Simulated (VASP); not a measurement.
Write the native input for VASP 6.6.1 that does the following.

| Property | Result |
| --- | --- |
| Task | single point |
| Functional | PBE |
| Potentials or basis | VASP PAW PBE potentials, release 64 (Pb_d, S) |
| Cutoff | 520 eV |
| k mesh | 10 × 10 × 10 |
| Occupations | gaussian, width 0.02 eV |
| Spin | no spin polarisation |
| Dipole correction | no |
| Further INCAR settings | ALGO = Normal; EDIFF = 1e-06; NBANDS = 17 |

The structure of PbS lies in POSCAR:

```
PbS
1.0
    0.0000000000      3.0342590063      3.0342590063
    3.0342590063      0.0000000000      3.0342590063
    3.0342590063      3.0342590063      0.0000000000
Pb S
1 1
Direct
    0.0000000000      0.0000000000      0.0000000000
    0.5000000000      0.5000000000      0.5000000000
```

This cell differs from its parent crystal: volume scaled by 1.03.

One way to write it, as run:

INCAR

```
PREC = Accurate
ENCUT = 520
EDIFF = 1E-6
ISMEAR = 0
SIGMA = 0.02
LREAL = False
LASPH = True
NELM = 100
ALGO = Normal
ISIF = 2
LWAVE = False
LCHARG = False
GGA = PE
NBANDS = 17
```

KPOINTS

```
Automatic mesh
0
Gamma
  10 10 10
```

Potentials or basis: VASP PAW PBE potentials, release 64 (Pb_d, S).

Launch:

```console
$ cat potpaw_PBE.64/Pb_d/POTCAR potpaw_PBE.64/S/POTCAR > POTCAR
$ mpirun -np 1 vasp_std > vasp.out
```

Results of the run:

```
Pressure               : -1.5 GPa
Band gap on the k mesh : 0.59 eV, direct
```

Caveat: spin-orbit coupling is left out, which moves the levels of the heavy elements.

Run time: 16 s on 1 thread of AMD EPYC 9R45 96-Core Processor (Zen 5), with other jobs on the host, peak memory 0.17 GiB.
